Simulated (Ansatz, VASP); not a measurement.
BeTe in VASP and in Ansatz

Contents of POSCAR:

```
BeTe
1.0
    4.0308527370      0.0000000000      0.0000000000
   -2.0154263685      3.4908208692      0.0000000000
    0.0000000000      0.0000000000      8.3834801113
Be Te
2 2
Direct
    0.3333333333      0.6666666667      0.2500000000
    0.6666666667      0.3333333333      0.7500000000
    0.6666666667      0.3333333333      0.2500000000
    0.3333333333      0.6666666667      0.7500000000
```

The input INCAR.step1:

```
PREC = Accurate
ENCUT = 520
ISMEAR = 0
SIGMA = 0.01
LREAL = F
LASPH = T
NELM = 100
NBANDS = 16
GGA = PE
ALGO = Normal
EDIFF = 1E-4
LWAVE = T
LCHARG = F
```

The input INCAR.step2:

```
PREC = Accurate
ENCUT = 520
EDIFF = 1E-6
ISMEAR = 0
SIGMA = 0.01
LREAL = F
LASPH = T
NELM = 100
ALGO = Normal
ISIF = 2
LWAVE = F
LCHARG = T
METAGGA = R2SCAN
LMIXTAU = T
LELF = T
LVHAR = T
NBANDS = 16
ISTART = 1
```

KPOINTS

```
regular mesh
0
Gamma
  12 12 4
```

Input for Ansatz:

```yaml
crystal:
  lattice:
    - [4.030852737, 0.0, 0.0]
    - [-2.0154263685, 3.4908208692, 0.0]
    - [0.0, 0.0, 8.3834801113]
  atoms:
    - { symbol: Be, position: [0.3333333333, 0.6666666667, 0.25] }
    - { symbol: Be, position: [0.6666666667, 0.3333333333, 0.75] }
    - { symbol: Te, position: [0.6666666667, 0.3333333333, 0.25] }
    - { symbol: Te, position: [0.3333333333, 0.6666666667, 0.75] }
kpoints:
  mp_grid: { grid: [12, 12, 4] }
  band_path:
    path:
      - [0.0, 0.0, 0.0]
      - [0.5, 0.0, 0.0]
      - [0.3333333333, 0.3333333333, 0.0]
      - [0.0, 0.0, 0.5]
      - [0.5, 0.0, 0.5]
      - [0.3333333333, 0.3333333333, 0.5]
      - [0.0, -0.5, 0.25]
      - [0.244792, 0.244792, 0.0]
      - [0.0, -0.5, 0.286458]
    npoints: 1
hamiltonian:
  xc: r2scan
scf:
  occupations: { method: fixed }
  n_extra_bands: 5
output:
  forces: true
  stress: true
  eigenvalues: true
  write_density: true
  write_potential: true
  elf: true
  volumetric_format: npy
```

Change from the starting cell: uniaxial_z strain +2.9%.

Alike in both runs: task single point; functional r2SCAN; k mesh 12 × 12 × 4; no spin polarisation.

|  | VASP | Ansatz |
| --- | --- | --- |
| version | VASP 6.6.1 | Ansatz 0.2.0 |
| potentials or method | VASP PAW PBE potentials, release 64 (Be, Te) | plane waves, PAW |
| plane-wave cutoff (eV) | 520 | 500 |
| occupations | gaussian, width 0.01 eV | fixed |
| valence electrons in the cell | 16 | 36 |

|  | VASP | Ansatz | Ansatz less VASP |
| --- | --- | --- | --- |
| gap on the k mesh at the Fermi level (eV) | 3.08 | 3.09 | +0.012 |
| pressure (GPa) | -0.1 | -0.1 | -0.05 |
| traceless stress, the component that is largest in VASP (GPa) | -0.14 | -0.08 | +0.060 |

VASP's potentials were made for PBE, not for r2SCAN. VASP's potentials hold 16 valence electrons a cell and Ansatz's 36, so a difference there can come from the potentials and not from the codes.

Neither program's run includes spin-orbit coupling.
